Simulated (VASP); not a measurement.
Here is a VASP 6.6.1 calculation.

Contents of INCAR:

```
SYSTEM = Mg3SeO
PREC = Accurate
ENCUT = 520
EDIFF = 1E-6
ISMEAR = 0
SIGMA = 0.1
LREAL = .False.
LASPH = .True.
NELM = 60
ALGO = Normal
ISIF = 2
LWAVE = .False.
LCHARG = .False.
GGA = PE
NBANDS = 17
```

Contents of KPOINTS:

```
regular mesh
0
Gamma
  4 4 4
  0 0 0
```

POSCAR

```
Mg3SeO
1.0
    4.4949898600      0.0000000000      0.0000000000
    0.0000000000      4.4949898600      0.0000000000
    0.0000000000      0.0000000000      4.4949898600
Mg Se O
3 1 1
Direct
    0.0000000000      0.5000000000      0.5000000000
    0.5000000000      0.0000000000      0.5000000000
    0.5000000000      0.5000000000      0.0000000000
    0.0000000000      0.0000000000      0.0000000000
    0.5000000000      0.5000000000      0.5000000000
```

Potentials or basis: VASP PAW PBE potentials, release 64 (Mg, Se, O).

Run with:

```bash
$ cat potpaw_PBE.64/Mg/POTCAR potpaw_PBE.64/Se/POTCAR potpaw_PBE.64/O/POTCAR > POTCAR
$ mpirun -np 1 vasp_std > vasp.out
```

Question: Estimate the band gap on the k mesh.

Answer: Zero (band 9 reaches 5.42 eV, above the bottom of band 10 at 4.53 eV).

Question: Predict the pressure.

Answer: -3.2 GPa.
